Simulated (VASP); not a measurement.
# Al (Fm-3m) in VASP: a series of runs

Al is run at these levels: PBEsol; tasks: single point, relaxation of cell and atoms.

Program: VASP 6.6.1. These are calculated values, not measurements. Logs are shortened: lines on timing, memory, paths and dates and some standing lists are left out, and cuts for length are marked.

### 1 The cell of the first run

Symmetry: Fm-3m, No. 225, cubic system. The conventional cell has a = 4.015 Å, b = 4.015 Å, c = 4.015 Å, α = 90.00°, β = 90.00°, γ = 90.00°. Within 3.7 Å of Al (site symmetry m-3m) lie 12 Al at 2.84 Å.

### 2 Single point, PBEsol

Contents of INCAR:

```
SYSTEM = Al
PREC = Accurate
ENCUT = 520
EDIFF = 1E-6
ISMEAR = 0
SIGMA = 0.1
LREAL = .FALSE.
LASPH = .TRUE.
NELM = 60
ALGO = Fast
ISIF = 2
LWAVE = .FALSE.
LCHARG = .FALSE.
GGA = PS
NBANDS = 22
```

Contents of KPOINTS:

```
regular mesh
0
G
  8 8 8
  0 0 0
```

Contents of POSCAR:

```
Al
1.0
    0.0000000000      4.0153926002     -4.0153926002
    4.0153926002      4.0153926002      0.0000000000
    4.0153926002      0.0000000000     -4.0153926002
Al
8
Direct
    0.5000000000      0.0000000000      0.5000000000
    0.5000000000      0.5000000000      0.5000000000
    0.0000000000      0.0000000000      0.5000000000
    0.0000000000      0.5000000000      0.5000000000
    0.5000000000      0.0000000000      0.0000000000
    0.5000000000      0.5000000000      0.0000000000
    0.0000000000      0.0000000000      0.0000000000
    0.0000000000      0.5000000000      0.0000000000
```

Potentials or basis: VASP PAW PBE potentials, release 64 (Al).

Started as:

```console
$ cat potpaw_PBE.64/Al/POTCAR > POTCAR
$ mpirun -np 1 vasp_std > vasp.out
```

OUTCAR:

```text
SYSTEM = Al
   PREC = Accurate
   ENCUT = 520
   EDIFF = 1E-6
   ISMEAR = 0
   LREAL = .FALSE.
   LASPH = .TRUE.
   NELM = 60
   ISIF = 2
   GGA = PS

 ion  position               nearest neighbor table
   1  0.500  0.000  0.500-   2 2.84   3 2.84   5 2.84   5 2.84   6 2.84   7 2.84   2 2.84   4 2.84
                             6 2.84   3 2.84   4 2.84   7 2.84
   2  0.500  0.500  0.500-   1 2.84   4 2.84   6 2.84   5 2.84   6 2.84   8 2.84   1 2.84   3 2.84
                             5 2.84   3 2.84   4 2.84   8 2.84
   3  0.000  0.000  0.500-   1 2.84   4 2.84   7 2.84   5 2.84   7 2.84   8 2.84   2 2.84   4 2.84
                             8 2.84   1 2.84   2 2.84   5 2.84
   4  0.000  0.500  0.500-   2 2.84   3 2.84   8 2.84   6 2.84   7 2.84   8 2.84   1 2.84   3 2.84
                             7 2.84   1 2.84   2 2.84   6 2.84
   5  0.500  0.000  0.000-   1 2.84   6 2.84   7 2.84   1 2.84   2 2.84   3 2.84   2 2.84   6 2.84
                             8 2.84   3 2.84   7 2.84   8 2.84
   6  0.500  0.500  0.000-   2 2.84   5 2.84   8 2.84   1 2.84   2 2.84   4 2.84   1 2.84   5 2.84
                             7 2.84   4 2.84   7 2.84   8 2.84
   7  0.000  0.000  0.000-   3 2.84   5 2.84   8 2.84   1 2.84   3 2.84   4 2.84   4 2.84   6 2.84
                             8 2.84   1 2.84   5 2.84   6 2.84
   8  0.000  0.500  0.000-   4 2.84   6 2.84   7 2.84   2 2.84   3 2.84   4 2.84   3 2.84   5 2.84
                             7 2.84   2 2.84   5 2.84   6 2.84
[... 6 lines left out ...]
 A1 = (   0.0000000000,   4.0153926002,  -4.0153926002)
 A2 = (   4.0153926002,   4.0153926002,   0.0000000000)
 A3 = (   4.0153926002,   0.0000000000,  -4.0153926002)

Analysis of symmetry for initial positions (statically):
=====================================================================
 Subroutine PRICEL returns following result:

  LATTYP: Found a face centered cubic cell.
 ALAT       =     4.0153926002

  Lattice vectors:

 A1 = (   0.0000000000,   2.0076963001,  -2.0076963001)
 A2 = (   2.0076963001,   2.0076963001,   0.0000000000)
 A3 = (   2.0076963001,   0.0000000000,  -2.0076963001)

   8 primitive cells build up your supercell.

 Routine SETGRP: Setting up the symmetry group for a
 face centered cubic supercell.

 Subroutine GETGRP returns: Found 48 space group operations
[... 5 lines left out ...]
Analysis of symmetry for dynamics (positions and initial velocities):
=====================================================================
 Subroutine PRICEL returns following result:

  LATTYP: Found a face centered cubic cell.
 ALAT       =     4.0153926002

  Lattice vectors:

 A1 = (   0.0000000000,   2.0076963001,  -2.0076963001)
[... 114 lines left out ...]
   IBRION =     -1    ionic relax: 0-MD 1-quasi-New 2-CG
   NFREE  =      0    steps in history (QN), initial steepest desc. (CG)
   ISIF   =      2    stress and relaxation
   ISYM   =      2    0-nonsym 1-usesym 2-fastsym
   POTIM  = 0.5000    time-step for ionic-motion
   TEBEG  =    0.0;   TEEND  =   0.0 temperature during run
   PSTRESS=    0.0 pullay stress
   NELECT =      24.0000    total number of electrons
   NUPDOWN=      -1.0000    fix difference up-down
   EMIN   =  10.00;   EMAX   =-10.00  energy-range for DOS
   EFERMI =   0.00;   METHOD = LEGACY
   ISMEAR =     0;   SIGMA  =   0.10  broadening in eV -4-tet -1-fermi 0-gaus
   EFERMI_NEDOS =   21; number of points for ismear=-14 and -15
   IALGO  =     68    algorithm
   IMIX   =      4    mixing-type and parameters
     AMIX     =   0.40;   BMIX     =  1.00
     AMIX_MAG =   1.60;   BMIX_MAG =  1.00
  volume/ion in A,a.u.               =      16.19       109.22
  Fermi-wavevector in a.u.,A,eV,Ry     =   0.933413  1.763895 11.854213  0.871260
  Thomas-Fermi vector in A             =   2.060112
   LORBIT       =      0    0 simple, 1 ext, 2 COOP (PROOUT), +10 PAW based schemes
   GGA     = PS    functional components
   LHFCALC =     F    Hartree Fock is set to
   AEXX    =    0.0000 exact exchange contribution
   IVDW    =     0    specifies the selected vdW correction
   LEPSILON=     F    determine dielectric tensor
   LRPA    =     F    only Hartree local field effects (RPA)
 non-spin polarized calculation
 RMM-DIIS sequential band-by-band and
 Gauss-broadening in eV      SIGMA  =   0.10
  energy-cutoff  :      520.00
  volume of cell :      129.48
 maximum number of plane-waves:      3511
   NGX = 21   NGY = 21   NGZ = 21

 number of electron      24.0000000 magnetization

 Free energy of the ion-electron system (eV)
  ---------------------------------------------------
  ext. energy  EPLUGINS =         0.00000000
  ---------------------------------------------------
  free energy    TOTEN  =       -32.78747701 eV

  energy without entropy =      -32.77792694  energy(sigma->0) =      -32.78270198

 E-fermi :   8.1854     XC(G=0): -10.3273

 val. band max:        8.1471428094   @ k =  -0.3750   0.3750   0.1250
 cond. band min:       8.2693947965   @ k =   0.1250   0.1250   0.0000
 fundamental gap:      0.1222519870
 Fermi energy:         8.1853510096

 k-point     1 :       0.0000    0.0000    0.0000
  band No.  band energies     occupation
      1      -3.1118      2.00000
      2       3.4805      2.00000
      3       3.4805      2.00000
      4       3.4805      2.00000
      5       3.4805      2.00000
      6       3.7495      2.00000
[... 589 lines left out ...]
     21      12.4849      0.00000
     22      12.4849      0.00000

 [... further k-points ...]
[... 5 lines left out ...]
  --------------------------------------------------------------------------------------
  -------------------------------------------------------------------------------------
  Total        0.0148941      0.0148941      0.0148941      0.0000000      0.0000000      0.0000000
  in kB        0.1842944      0.1842944      0.1842944      0.0000000      0.0000000      0.0000000
  external PRESSURE =       0.1842944 kB  Pullay stress =       0.0000000 kB

 VOLUME and BASIS-vectors are now :
 -----------------------------------------------------------------------------
  energy-cutoff  :      520.00
  volume of cell :      129.48
      direct lattice vectors                 reciprocal lattice vectors
     0.000000000  4.015392600 -4.015392600    -0.124520825  0.124520825 -0.124520825
     4.015392600  4.015392600  0.000000000     0.124520825  0.124520825  0.124520825
     4.015392600  0.000000000 -4.015392600     0.124520825 -0.124520825 -0.124520825

 POSITION                                       TOTAL-FORCE (eV/Angst)
 -----------------------------------------------------------------------------------
      2.00770      2.00770     -4.01539        -0.000000     -0.000000     -0.000000
      4.01539      4.01539     -4.01539         0.000000      0.000000      0.000000
      2.00770      0.00000     -2.00770         0.000000     -0.000000      0.000000
      4.01539      2.00770     -2.00770         0.000000      0.000000     -0.000000
      0.00000      2.00770     -2.00770         0.000000     -0.000000     -0.000000
      2.00770      4.01539     -2.00770         0.000000      0.000000     -0.000000
      0.00000      0.00000      0.00000        -0.000000      0.000000      0.000000
      2.00770      2.00770      0.00000        -0.000000      0.000000     -0.000000
 -----------------------------------------------------------------------------------
    total drift:                                0.000000     -0.000000     -0.000000

  FREE ENERGIE OF THE ION-ELECTRON SYSTEM (eV)
  ---------------------------------------------------
  free  energy   TOTEN  =       -32.7874770144 eV

  energy  without entropy=      -32.7779269428  energy(sigma->0) =      -32.78270198
```

It took 1.9 min on 1 thread of AMD EPYC 7R43 (Zen 3), shared host; peak memory 0.22 GiB.

Results:

```
Free energy            : -32.7875 eV
Pressure               : 0.0 GPa
Band gap on the k mesh : zero (band 12 reaches 9.08 eV, above the bottom of band 13 at 6.54 eV)
```

Caveat: the PAW data sets were made with another functional, which shifts forces and pressure a little.

### 3 Relaxation of cell and atoms, PBEsol

Contents of INCAR:

```
SYSTEM = Al
  PREC = Accurate
  ENCUT = 600
  EDIFF = 1E-7
  ISMEAR = 0
  SIGMA = 0.1
  LREAL = .False.
  LASPH = .True.
  NELM = 60
  ALGO = Fast
  ISIF = 3
  LWAVE = .False.
  LCHARG = .False.
  GGA = PS
  IBRION = 2
  NSW = 80
  EDIFFG = -0.015
```

Contents of KPOINTS:

```
regular mesh
0
Gamma
  8 8 8
  0 0 0
```

POSCAR is that of step 2.

Potentials or basis: VASP PAW PBE potentials, release 64 (Al).

Started as:

```console
$ cat potpaw_PBE.64/Al/POTCAR > POTCAR
$ mpirun -np 1 vasp_std > vasp.out
```

Wall time 2.5 min (1 thread of AMD EPYC 7R43 (Zen 3), shared host); peak memory 0.29 GiB.

It converged, with:

| Item | Value |
| --- | --- |
| Free energy | -32.7881 eV |
| Pressure after relaxing | 0.0 GPa |
| Band gap on the k mesh | zero (band 12 reaches 9.08 eV, above the bottom of band 13 at 6.54 eV) |

Final structure:
```
Al
1.0
     0.00000    4.01539   -4.01539
     4.01539    4.01539    0.00000
     4.01539    0.00000   -4.01539
Al
8
Direct
  0.50000 0.00000 0.50000
  0.50000 0.50000 0.50000
  0.00000 0.00000 0.50000
  0.00000 0.50000 0.50000
  0.50000 0.00000 0.00000
  0.50000 0.50000 0.00000
  0.00000 0.00000 0.00000
  0.00000 0.50000 0.00000
```

Levels at points of the mesh, in eV from the Fermi level:
| k point | band 10 | band 11 | band 12 | band 13 | band 14 | band 15 |
| --- | --- | --- | --- | --- | --- | --- |
| (0.00, 0.00, 0.00) | -3.00 | -3.00 | -3.00 | -1.65 | -1.65 | -1.65 |
| (0.50, 0.00, 0.00) | -0.80 | -0.80 | -0.80 | -0.80 | -0.80 | 3.44 |
| (0.50, 0.50, 0.00) | -0.90 | 0.09 | 0.09 | 1.18 | 1.20 | 1.20 |

Caveat: the relaxation stopped at its first step, so nothing moved; the PAW data sets were made with another functional, which shifts forces and pressure a little.

### 4 Single point, PBEsol

This run uses another cell than the first one: it holds 1 atom, not 8.

Contents of INCAR:

```
ALGO = Normal ; EDIFF = 1E-7
ENCUT = 520 ; GGA = PS
ISIF = 2 ; ISMEAR = 0
LASPH = True ; LCHARG = False
LREAL = False ; LWAVE = False
NBANDS = 8 ; NELM = 60
PREC = Accurate ; SIGMA = 0.1
```

Contents of KPOINTS:

```
k-points
0
Gamma
  18 18 18
```

Contents of POSCAR:

```
Al
1.0
    0.0000000000      2.0076963002      2.0076963002
    2.0076963002      0.0000000000      2.0076963002
    2.0076963002      2.0076963002      0.0000000000
Al
1
Direct
    0.0000000000      0.0000000000      0.0000000000
```

Started as:

```console
$ cat potpaw_PBE.64/Al/POTCAR > POTCAR
$ mpirun -np 1 vasp_std > vasp.out
```

Wall time 14 s (1 thread of AMD EPYC 9R45 (Zen 5), shared host); peak memory 0.11 GiB.

Results (log left out):

```yaml
Free_energy: -4.0907 eV
Pressure: 0.0 GPa
```

Levels at points of the mesh, in eV from the Fermi level:
```csv
k point,band 1,band 2,band 3,band 4,band 5,band 6
"(0.00, 0.00, 0.00)",-11.25,12.71,12.71,12.71,14.35,14.35
"(0.50, 0.00, 0.00)",-4.66,-4.39,11.53,11.53,11.61,11.61
"(0.50, 0.50, 0.00)",-2.96,-1.60,5.27,5.69,5.69,9.25
```

Caveat: the PAW data sets were made with another functional, which shifts forces and pressure a little.

### 5 Overview

| task | cell | k mesh | cutoff (eV) | gap on the mesh (eV) | pressure (GPa) |
| --- | --- | --- | --- | --- | --- |
| single point | a = 5.679 Å, angles 60.0°, 8 atoms | 8 × 8 × 8 | 520 | none | 0.0 |
| relaxation of cell and atoms | relaxed from a = 5.679 Å, angles 60.0°, 8 atoms | 8 × 8 × 8 | 600 | none | 0.0 |
| single point | a = 2.839 Å, angles 60.0°, 1 atom | 18 × 18 × 18 | 520 | none | 0.0 |

Alike in all rows: level PBEsol; potentials or basis VASP PAW PBE potentials, release 64 (Al); no spin polarisation; smearing gaussian 0.1 eV.

Caveats: the PAW data sets were made with another functional, which shifts forces and pressure a little; the relaxation stopped at its first step, so nothing moved (some runs).

Absolute energies hang on the potentials; compare differences alone.
